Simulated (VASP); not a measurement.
A run of VASP 6.6.1 is set up as follows.

File INCAR:

```
SYSTEM = Ru
ALGO = Normal ; EDIFF = 1E-7
ENCUT = 520 ; GGA = PE
ISIF = 2 ; ISMEAR = -1
ISPIN = 2 ; LASPH = .True.
LCHARG = .True. ; LELF = .True.
LMAXMIX = 4 ; LORBIT = 11
LREAL = .False. ; LVHAR = .True.
LWAVE = .False. ; MAGMOM = 1 1
NBANDS = 25 ; NELM = 150
PREC = Accurate ; SIGMA = 0.05
```

KPOINTS

```
k-points
0
Gamma
  16 16 16
  0 0 0
```

The input POSCAR:

```
Ru
1.0
    0.0000000000      2.8321650230      2.8321650230
    2.8321650230      0.0000000000      2.8321650230
    2.8321650230      2.8321650230      0.0000000000
Ru
2
Direct
    0.1250000000      0.1250000000      0.1250000000
    0.8750000000      0.8750000000      0.8750000000
```

Potentials or basis: VASP PAW PBE potentials, release 64 (Ru_pv).

Launch:

```bash
$ cat potpaw_PBE.64/Ru_pv/POTCAR > POTCAR
$ mpirun -np 1 vasp_std > vasp.out
```

(1) Predict the net moment.

(2) Predict the band gap on the k mesh.

(3) Estimate the pressure.

Results:

(1) 0.00 μB per cell.

(2) zero (filled and empty bands overlap).

(3) -14.0 GPa.
